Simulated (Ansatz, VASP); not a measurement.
## Two plane-wave programs on Se

Contents of INCAR:

```
PREC = Accurate ; ENCUT = 520
EDIFF = 1E-6 ; ISMEAR = 0
SIGMA = 0.15 ; LREAL = False
LASPH = True ; NELM = 100
ALGO = Normal ; ISIF = 2
LWAVE = False ; LCHARG = True
GGA = CA ; LELF = True
LVHAR = True ; NBANDS = 9
```

File KPOINTS:

```
regular mesh
0
Gamma
  22 22 22
```

Contents of POSCAR:

```
Se
1.0
   -1.7982748160      1.7982748160      1.5285335936
    1.7982748160     -1.7982748160      1.5285335936
    1.7982748160      1.7982748160     -1.5285335936
Se
1
Direct
    0.0000000000      0.0000000000      0.0000000000
```

Input for Ansatz:

```yaml
crystal:
  lattice:
    - [-1.798274816, 1.798274816, 1.5285335936]
    - [1.798274816, -1.798274816, 1.5285335936]
    - [1.798274816, 1.798274816, -1.5285335936]
  atoms:
    - { symbol: Se, position: [0.0, 0.0, 0.0] }
basis:
  ecutwfc: 420
kpoints:
  mp_grid: { grid: [22, 22, 22] }
hamiltonian:
  xc: lda
scf:
  occupations: { method: gaussian, width: 0.15 }
output:
  forces: true
  stress: true
  eigenvalues: true
```

Alike in both runs: task single point; functional LDA; k mesh 22 × 22 × 22; occupations gaussian, width 0.15 eV; no spin polarisation.

|  | VASP | Ansatz |
| --- | --- | --- |
| version | VASP 6.6.1 | Ansatz 0.2.0 |
| potentials or method | VASP PAW LDA potentials, release 64 (Se), cutoff 520 eV | scalar-relativistic, plane waves, PAW |
| valence electrons in the cell | 6 | 16 |

Ansatz gave:

```
gap on the k mesh at the Fermi level (eV)                     : none
pressure (GPa)                                                : -2.8
traceless stress, the component that is largest in VASP (GPa) : 4.53
```

Question: What did VASP give for the same quantities?

Answer: gap on the k mesh at the Fermi level (eV): none; pressure (GPa): -2.7; traceless stress, the component that is largest in VASP (GPa): 4.54.

LDA's correlation is that of Perdew and Zunger in VASP and of Perdew and Wang (1992) in Ansatz. A gap of «none» marks a metal or a gap that the smearing closes. VASP's potentials hold 6 valence electrons a cell and Ansatz's 16, so a difference there can come from the potentials and not from the codes.
